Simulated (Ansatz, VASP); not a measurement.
GaGe: VASP beside Ansatz

INCAR

```
SYSTEM = GaGe
PREC     = Accurate       ! precision mode
ENCUT    = 520            ! plane-wave cutoff, eV
EDIFF    = 1E-6           ! SCF threshold, eV
ISMEAR   = 0              ! smearing method
SIGMA    = 0.15           ! smearing width, eV
LREAL    = .FALSE.        ! projectors in reciprocal space
LASPH    = .TRUE.         ! aspherical terms in the spheres
NELM     = 100            ! most SCF steps
ALGO     = Normal         ! electronic algorithm
ISIF     = 2              ! what is computed and relaxed
LWAVE    = .FALSE.        ! write WAVECAR
LCHARG   = .FALSE.        ! write CHGCAR
GGA      = PS             ! functional
NBANDS   = 20             ! bands
```

File KPOINTS:

```
regular mesh
0
G
  14 14 14
  0 0 0
```

POSCAR

```
GaGe
1.0
    0.0000000000      2.8978440000      2.7529518000
    2.8978440000      0.0000000000      2.7529518000
    2.8978440000      2.8978440000      0.0000000000
Ga Ge
1 1
Direct
    0.7500000000      0.7500000000      0.7500000000
    0.0000000000      0.0000000000      0.0000000000
```

Input for Ansatz:

```yaml
crystal:
  lattice:
    - [0.0, 2.897844, 2.7529518]
    - [2.897844, 0.0, 2.7529518]
    - [2.897844, 2.897844, 0.0]
  atoms:
    - { symbol: Ga, position: [0.75, 0.75, 0.75] }
    - { symbol: Ge, position: [0.0, 0.0, 0.0] }
basis:
  ecutwfc: 420
kpoints:
  mp_grid: { grid: [14, 14, 14] }
hamiltonian:
  xc: pbesol
scf:
  occupations: { method: gaussian, width: 0.15 }
output:
  forces: true
  stress: true
  eigenvalues: true
```

Change from the starting cell: strain +0.000 along x and y, -0.050 along z, atoms carried along.

Alike in both runs: task single point; functional PBEsol; k mesh 14 × 14 × 14; occupations gaussian, width 0.15 eV; no spin polarisation.

|  | VASP | Ansatz |
| --- | --- | --- |
| version | VASP 6.6.1 | Ansatz 0.2.0 |
| potentials or method | VASP PAW PBE potentials, release 64 (Ga_d, Ge_d), cutoff 520 eV | scalar-relativistic, plane waves, PAW |
| valence electrons in the cell | 27 | 27 |

```tsv
	VASP	Ansatz	Ansatz less VASP
gap on the k mesh at the Fermi level (eV)	none	none	-
pressure (GPa)	-0.1	0.0	+0.03
```

VASP's potentials were made for PBE, not for PBEsol. A gap of «none» marks a metal or a gap that the smearing closes.
